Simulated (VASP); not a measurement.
# CuPd2F (I4/mmm) in VASP: a series of runs, part 2 of 2

VASP 6.6.1. The steps go on from the part before.

## 3. Single point, PBE, collinear spin

This run uses another cell than the first one, of 15.57 Å³/atom.

INCAR reads:

```
SYSTEM = CuPd2F
ALGO = Normal
EDIFF = 1E-7
ENCUT = 520
GGA = PE
ISIF = 2
ISMEAR = 0
ISPIN = 2
LASPH = .True.
LCHARG = .False.
LMAXMIX = 4
LORBIT = 11
LREAL = .False.
LWAVE = .False.
MAGMOM = 1 0 0 0
NBANDS = 31
NELM = 150
PREC = Accurate
SIGMA = 0.1
```

KPOINTS reads:

```
k-points
0
Gamma
  6 6 6
  0 0 0
```

POSCAR reads:

```
CuPd2F
1.0
   -2.4259824992      2.4259824992      2.6454170112
    2.4259824992     -2.4259824992      2.6454170112
    2.4259824992      2.4259824992     -2.6454170112
Cu Pd F
1 2 1
Direct
    0.0000000000      0.0000000000      0.0000000000
    0.5000000000      0.0000000000      0.5000000000
    0.0000000000      0.5000000000      0.5000000000
    0.5000000000      0.5000000000      0.0000000000
```

Potentials or basis: VASP PAW PBE potentials, release 64 (Cu, Pd, F).

Started as:

```
$ cat potpaw_PBE.64/Cu/POTCAR potpaw_PBE.64/Pd/POTCAR potpaw_PBE.64/F/POTCAR > POTCAR
$ mpirun -np 1 vasp_std > vasp.out
```

OUTCAR:

```text
SYSTEM = CuPd2F
   EDIFF = 1E-7
   ENCUT = 520
   GGA = PE
   ISIF = 2
   ISMEAR = 0
   ISPIN = 2
   LASPH = .True.
   LORBIT = 11
   LREAL = .False.
   NELM = 150
   PREC = Accurate

 ion  position               nearest neighbor table
   1  0.000  0.000  0.000-   2 2.43   3 2.43   3 2.43   2 2.43
   2  0.500  0.000  0.500-   1 2.43   4 2.43   4 2.43   1 2.43   3 2.65   3 2.65   3 3.43   3 3.43
                             3 3.43   3 3.43
   3  0.000  0.500  0.500-   1 2.43   4 2.43   1 2.43   4 2.43   2 2.65   2 2.65   2 3.43   2 3.43
                             2 3.43   2 3.43
   4  0.500  0.500  0.000-   2 2.43   3 2.43   2 2.43   3 2.43

  LATTYP: Found a body centered tetragonal cell.
 ALAT       =     4.8519649984
 C/A-ratio  =     1.0904518116

  Lattice vectors:

 A1 = (  -2.4259824992,   2.4259824992,   2.6454170112)
 A2 = (   2.4259824992,  -2.4259824992,   2.6454170112)
 A3 = (   2.4259824992,   2.4259824992,  -2.6454170112)

Analysis of symmetry for initial positions (statically):
=====================================================================
 Subroutine PRICEL returns:
 Original cell was already a primitive cell.

 Routine SETGRP: Setting up the symmetry group for a
 body centered tetragonal supercell.

 Subroutine GETGRP returns: Found 16 space group operations
 (whereof 16 operations were pure point group operations)
 out of a pool of 16 trial point group operations.

The static configuration has the point symmetry D_4h.

Analysis of symmetry for dynamics (positions and initial velocities):
=====================================================================
 Subroutine PRICEL returns:
 Original cell was already a primitive cell.

 Routine SETGRP: Setting up the symmetry group for a
 body centered tetragonal supercell.

 Subroutine GETGRP returns: Found 16 space group operations
 (whereof 16 operations were pure point group operations)
 out of a pool of 16 trial point group operations.

The dynamic configuration has the point symmetry D_4h.

Analysis of structural, dynamic, and magnetic symmetry:
=====================================================================
 Subroutine PRICEL returns:
 Original cell was already a primitive cell.

 Routine SETGRP: Setting up the symmetry group for a
 body centered tetragonal supercell.

 Subroutine GETGRP returns: Found 16 space group operations
 (whereof 16 operations were pure point group operations)
 out of a pool of 16 trial point group operations.

The overall configuration has the point symmetry D_4h.

 Subroutine INISYM returns: Found 16 space group operations
 (whereof 16 operations are pure point group operations),
 and found     1 'primitive' translations

----------------------------------------------------------------------------------------

                                     Primitive cell

  volume of cell :      62.2773

  direct lattice vectors                    reciprocal lattice vectors
    -2.425982499  2.425982499  2.645417011     0.000000000  0.206102064  0.189006118
     2.425982499 -2.425982499  2.645417011     0.206102064  0.000000000  0.189006118
     2.425982499  2.425982499 -2.645417011     0.206102064  0.206102064  0.000000000

  length of vectors
     4.332321934  4.332321934  4.332321934     0.279645085  0.279645085  0.291472334

  position of ions in fractional coordinates (direct lattice)
     0.000000000  0.000000000  0.000000000
     0.500000000  0.000000000  0.500000000
     0.000000000  0.500000000  0.500000000
     0.500000000  0.500000000  0.000000000

  ion indices of the primitive-cell ions
[... 82 lines left out ...]
   NFREE  =      0    steps in history (QN), initial steepest desc. (CG)
   ISIF   =      2    stress and relaxation
   ISYM   =      2    0-nonsym 1-usesym 2-fastsym
   POTIM  = 0.5000    time-step for ionic-motion
   TEBEG  =    0.0;   TEEND  =   0.0 temperature during run
   PSTRESS=    0.0 pullay stress
   NELECT =      38.0000    total number of electrons
   NUPDOWN=      -1.0000    fix difference up-down
   EMIN   =  10.00;   EMAX   =-10.00  energy-range for DOS
   EFERMI =   0.00;   METHOD = LEGACY
   ISMEAR =     0;   SIGMA  =   0.10  broadening in eV -4-tet -1-fermi 0-gaus
   EFERMI_NEDOS =   21; number of points for ismear=-14 and -15
   IALGO  =     38    algorithm
   IMIX   =      4    mixing-type and parameters
     AMIX     =   0.40;   BMIX     =  1.00
     AMIX_MAG =   1.60;   BMIX_MAG =  1.00
  volume/ion in A,a.u.               =      15.57       105.07
  Fermi-wavevector in a.u.,A,eV,Ry     =   1.388544  2.623967 26.232761  1.928054
  Thomas-Fermi vector in A             =   2.512660
   LORBIT       =     11    0 simple, 1 ext, 2 COOP (PROOUT), +10 PAW based schemes
   GGA     = PE    functional components
   LHFCALC =     F    Hartree Fock is set to
   AEXX    =    0.0000 exact exchange contribution
   IVDW    =     0    specifies the selected vdW correction
   LEPSILON=     F    determine dielectric tensor
   LRPA    =     F    only Hartree local field effects (RPA)
 spin polarized calculation
 Gauss-broadening in eV      SIGMA  =   0.10
  energy-cutoff  :      520.00
  volume of cell :       62.28
 maximum number of plane-waves:      1694
   NGX = 17   NGY = 17   NGZ = 17

 number of electron      37.9999975 magnetization       0.0009462

 number of electron      37.9999975 magnetization      -0.0001599

 Free energy of the ion-electron system (eV)
  ---------------------------------------------------
  ext. energy  EPLUGINS =         0.00000000
  ---------------------------------------------------
  free energy    TOTEN  =       -15.37343466 eV

  energy without entropy =      -15.35973708  energy(sigma->0) =      -15.36658587

 E-fermi :   5.1357     XC(G=0): -11.2457

 val. band max:        5.1060669177   @ k =  -0.1667   0.1667   0.1667
 cond. band min:       5.1759453950   @ k =   0.5000   0.3333   0.0000
 fundamental gap:      0.0698784773
 Fermi energy:         5.1356614278

 spin component 1

 k-point     1 :       0.0000    0.0000    0.0000
  band No.  band energies     occupation
      1     -17.8983      1.00000
      2       0.0109      1.00000
      3       0.3918      1.00000
      4       0.3918      1.00000
      5       0.7889      1.00000
      6       1.3028      1.00000
[... 805 lines left out ...]
     30      20.3262      0.00000
     31      21.3988      0.00000

 [... further k-points ...]

 spin component 2

 k-point     1 :       0.0000    0.0000    0.0000
  band No.  band energies     occupation
      1     -17.8983      1.00000
      2       0.0109      1.00000
      3       0.3917      1.00000
      4       0.3917      1.00000
      5       0.7889      1.00000
      6       1.3028      1.00000
[... 805 lines left out ...]
     30      20.3262      0.00000
     31      21.3988      0.00000

 [... further k-points ...]

------------------------ aborting loop because EDIFF is reached ----------------------------------------

  FORCE on cell =-STRESS in cart. coord.  units (eV):
  Direction    XX          YY          ZZ          XY          YZ          ZX
  --------------------------------------------------------------------------------------
  -------------------------------------------------------------------------------------
  Total       -0.0308648     -0.0308648     -0.0790080      0.0000000      0.0000000      0.0000000
  in kB       -0.7940434     -0.7940434     -2.0326012      0.0000000      0.0000000      0.0000000
  external PRESSURE =      -1.2068960 kB  Pullay stress =       0.0000000 kB

 VOLUME and BASIS-vectors are now :
 -----------------------------------------------------------------------------
  energy-cutoff  :      520.00
  volume of cell :       62.28
      direct lattice vectors                 reciprocal lattice vectors
    -2.425982499  2.425982499  2.645417011     0.000000000  0.206102064  0.189006118
     2.425982499 -2.425982499  2.645417011     0.206102064  0.000000000  0.189006118
     2.425982499  2.425982499 -2.645417011     0.206102064  0.206102064  0.000000000

 POSITION                                       TOTAL-FORCE (eV/Angst)
 -----------------------------------------------------------------------------------
      0.00000      0.00000      0.00000        -0.000000     -0.000000     -0.000000
      0.00000      2.42598      0.00000        -0.000000      0.000000     -0.000000
      2.42598      0.00000      0.00000        -0.000000     -0.000000      0.000000
      0.00000      0.00000      2.64542         0.000000      0.000000      0.000000
 -----------------------------------------------------------------------------------
    total drift:                               -0.000000     -0.000000      0.000000

  FREE ENERGIE OF THE ION-ELECTRON SYSTEM (eV)
  ---------------------------------------------------
  free  energy   TOTEN  =       -15.3734346649 eV

  energy  without entropy=      -15.3597370757  energy(sigma->0) =      -15.36658587

 total charge

# of ion       s       p       d       tot
------------------------------------------
    1        0.433   0.232   9.263   9.928
    2        0.377   0.269   8.582   9.228
    3        0.377   0.269   8.582   9.228
    4        1.760   4.210   0.000   5.969
--------------------------------------------------
tot          2.947   4.980  26.426  34.353

 magnetization (x)

# of ion       s       p       d       tot
------------------------------------------
    1        0.000  -0.000  -0.000  -0.000
    2        0.000   0.000  -0.000  -0.000
    3        0.000   0.000  -0.000  -0.000
    4       -0.000  -0.000   0.000  -0.000
--------------------------------------------------
tot          0.000  -0.000  -0.000  -0.000
```

stdout:

```text
POSCAR found type information on POSCAR CuPdF
 POSCAR found :  3 types and       4 ions
 scaLAPACK will be used
 LDA part: xc-table for (Slater+PW92), standard interpolation
 POSCAR, INCAR and KPOINTS ok, starting setup
 FFT: planning ... GRIDC
 FFT: planning ... GRID_SOFT
 FFT: planning ... GRID
 WAVECAR not read
 entering main loop
```

It took 76 s on 1 thread of AMD EPYC 9R45 (Zen 5), shared host; peak memory 0.23 GiB.

What came out:

```yaml
Free_energy: -15.3734 eV
Pressure: -0.1 GPa
Band_gap_on_the_k_mesh: zero (filled and empty bands overlap)
Net_moment: 0.00 μB per cell
Valence_electrons_inside_the_program's_atomic_spheres: Cu 9.93; Pd 9.23; F 5.97
```

## 4. Single point, PBE

This run uses another cell than the first one, of 15.57 Å³/atom.

INCAR reads:

```
SYSTEM = CuPd2F
PREC = Accurate ; ENCUT = 520
EDIFF = 1E-7 ; ISMEAR = 0
SIGMA = 0.1 ; LREAL = .FALSE.
LASPH = .TRUE. ; NELM = 100
ALGO = Normal ; ISIF = 2
LWAVE = .FALSE. ; LCHARG = .FALSE.
GGA = PE ; NBANDS = 27
```

KPOINTS reads:

```
Automatic mesh
0
G
  14 14 14
  0 0 0
```

POSCAR reads:

```
CuPd2F
1.0
   -2.4255719432      2.4255719432      2.6472625733
    2.4255719432     -2.4255719432      2.6472625733
    2.4255719432      2.4255719432     -2.6472625733
Cu Pd F
1 2 1
Direct
    0.0000000000      0.0000000000      0.0000000000
    0.5000000000      0.0000000000      0.5000000000
    0.0000000000      0.5000000000      0.5000000000
    0.5000000000      0.5000000000      0.0000000000
```

Started as:

```
$ cat potpaw_PBE.64/Cu/POTCAR potpaw_PBE.64/Pd/POTCAR potpaw_PBE.64/F/POTCAR > POTCAR
$ mpirun -np 1 vasp_std > vasp.out
```

Wall time 3.8 min (1 thread of AMD EPYC 9R45 (Zen 5), shared host); peak memory 0.46 GiB.

Results (log left out):

```yaml
Free_energy: -15.3766 eV
Pressure: -0.2 GPa
Band_gap_on_the_k_mesh: zero (bands 19 and 20 overlap by 0.35 eV)
```

Stress tensor (GPa, compression positive):
```
-0.10  0.00  0.00
 0.00 -0.10  0.00
 0.00  0.00 -0.26
```

Levels at points of the mesh, in eV from the Fermi level:
```csv
k point,band 15,band 16,band 17,band 18,band 19,band 20,band 21,band 22,band 23,band 24
"(0.00, 0.00, 0.00)",-0.65,-0.56,-0.47,-0.18,-0.18,0.97,5.52,5.52,6.73,8.67
"(0.50, 0.00, 0.00)",-1.21,-1.09,-0.56,-0.50,-0.39,0.14,1.17,5.17,7.10,7.69
"(0.50, 0.50, 0.00)",-0.99,-0.93,-0.81,-0.53,-0.38,0.54,1.83,4.59,7.08,7.21
"(0.50, 0.50, 0.50)",-0.62,-0.49,-0.21,-0.21,-0.15,2.42,2.74,2.74,3.69,4.05
```

## 5. Relaxation of cell and atoms, PBE, collinear spin

INCAR reads:

```
SYSTEM = CuPd2F
PREC = Accurate ; ENCUT = 600
EDIFF = 1E-7 ; ISMEAR = 0
SIGMA = 0.1 ; LREAL = .False.
LASPH = .True. ; NELM = 150
ALGO = Normal ; ISIF = 3
LWAVE = .False. ; LCHARG = .False.
ISPIN = 2 ; MAGMOM = 1 0 0 0
LORBIT = 11 ; LMAXMIX = 4
GGA = PE ; IBRION = 2
NSW = 90 ; EDIFFG = -0.04
```

KPOINTS reads:

```
regular mesh
0
Gamma
  6 6 6
  0 0 0
```

POSCAR reads:

```
CuPd2F
1.0
   -2.4003678900      2.4003678900      2.2841897700
    2.4003678900     -2.4003678900      2.2841897700
    2.4003678900      2.4003678900     -2.2841897700
Cu Pd F
1 2 1
Direct
    0.0000000000      0.0000000000      0.0000000000
    0.5000000000      0.0000000000      0.5000000000
    0.0000000000      0.5000000000      0.5000000000
    0.5000000000      0.5000000000      0.0000000000
```

Started as:

```
$ cat potpaw_PBE.64/Cu/POTCAR potpaw_PBE.64/Pd/POTCAR potpaw_PBE.64/F/POTCAR > POTCAR
$ mpirun -np 1 vasp_std > vasp.out
```

Wall time 8.8 min (1 thread of AMD EPYC 9R45 (Zen 5), shared host); peak memory 0.27 GiB.

It converged, with:

```
Free energy                                           : -15.3609 eV
Relaxed volume                                        : 15.52 Å³/atom
Relaxed cell                                          : a = 4.328 Å, b = 4.328 Å, c = 4.328 Å, α = 111.81°, β = 111.81°, γ = 104.88°
Space group after relaxing (to 0.1 Å)                 : I4/mmm (No. 139)
Energy gained by relaxing                             : 273.6 meV/atom
Ionic steps                                           : 8
Pressure after relaxing                               : 0.0 GPa
Band gap on the k mesh                                : zero (filled and empty bands overlap)
Net moment                                            : 0.00 μB per cell
Valence electrons inside the program's atomic spheres : Cu 9.93; Pd 9.23; F 5.97
```

Stress tensor (GPa, compression positive):
```
 0.04  0.00  0.00
 0.00  0.04  0.00
 0.00  0.00 -0.07
```

The path:
```tsv
step	energy change (eV)	largest force (eV/Å)	pressure (GPa)	volume (Å³)
1	0.0000	0.0000	27.33	52.64
2	-0.7926	0.0000	-9.24	71.23
3	-1.0439	0.0000	-1.62	63.24
4	-1.0439	0.0000	-2.10	63.58
5	-1.0896	0.0000	-0.31	62.23
6	-1.0936	0.0000	0.54	61.72
7	-1.0936	0.0000	0.60	61.69
8	-1.0946	0.0000	0.00	62.10
```

Final structure:
```
CELL_PARAMETERS angstrom
-2.42585 2.42585 2.63808
2.42585 -2.42585 2.63808
2.42585 2.42585 -2.63808
ATOMIC_POSITIONS crystal
Cu 0.00000 0.00000 0.00000
Pd 0.50000 0.00000 0.50000
Pd 0.00000 0.50000 0.50000
F 0.50000 0.50000 0.00000
```

Levels at points of the mesh, in eV from the Fermi level:
Spin up:
```tsv
k point	band 15	band 16	band 17	band 18	band 19	band 20	band 21	band 22	band 23	band 24
(0.00, 0.00, 0.00)	-0.68	-0.57	-0.51	-0.21	-0.21	0.97	5.49	5.49	6.70	8.66
(0.50, 0.00, 0.00)	-1.25	-1.12	-0.58	-0.52	-0.40	0.09	1.12	5.14	7.07	7.67
(0.50, 0.50, 0.00)	-1.04	-0.97	-0.83	-0.57	-0.41	0.50	1.77	4.56	7.09	7.18
(0.50, 0.50, 0.50)	-0.65	-0.50	-0.23	-0.23	-0.18	2.39	2.69	2.69	3.70	4.01
```
Spin down:
```tsv
k point	band 17	band 18	band 19	band 20	band 21	band 22
(0.00, 0.00, 0.00)	-0.51	-0.21	-0.21	0.97	5.49	5.49
(0.50, 0.00, 0.00)	-0.58	-0.52	-0.40	0.09	1.12	5.14
(0.50, 0.50, 0.00)	-0.83	-0.57	-0.41	0.50	1.77	4.56
(0.50, 0.50, 0.50)	-0.23	-0.23	-0.18	2.39	2.69	2.69
```

Caveat: the volume moved by over 15 % at a fixed basis, so the end points are rough. With open d or f shells a metallic result of PBE can be an artefact of self-interaction; +U or a hybrid may open a gap.

## 6. Overview

| task | spin | cell | k mesh | cutoff (eV) | gap on the mesh (eV) | pressure (GPa) | moment (μB) |
| --- | --- | --- | --- | --- | --- | --- | --- |
| single point | collinear | a = 4.092 Å, angles 108.2, 108.2, 112.1°, 4 atoms | 6 × 6 × 6 | 520 | none | 27.6 | 0.00 |
| single point | collinear | a = 4.332 Å, angles 111.9, 111.9, 104.7°, 4 atoms | 6 × 6 × 6 | 520 | none | -0.1 | 0.00 |
| single point | off | a = 4.333 Å, angles 111.9, 111.9, 104.7°, 4 atoms | 14 × 14 × 14 | 520 | none | -0.2 | - |
| relaxation of cell and atoms | collinear | relaxed from a = 4.092 Å, angles 108.2, 108.2, 112.1°, 4 atoms | 6 × 6 × 6 | 600 | none | 0.0 | 0.00 |

Alike in all rows: level PBE; potentials or basis VASP PAW PBE potentials, release 64 (Cu, Pd, F); smearing gaussian 0.1 eV.

Caveats: the stress differs along the axes, from 15 to 53 GPa (at least some runs); the volume moved by over 15 % at a fixed basis, so the end points are rough (at least some runs).

Total energies depend on the potentials used, so only differences within one code and one set of settings carry meaning.

The gap in the log of VASP goes by the Fermi energy; the results here count the filled bands.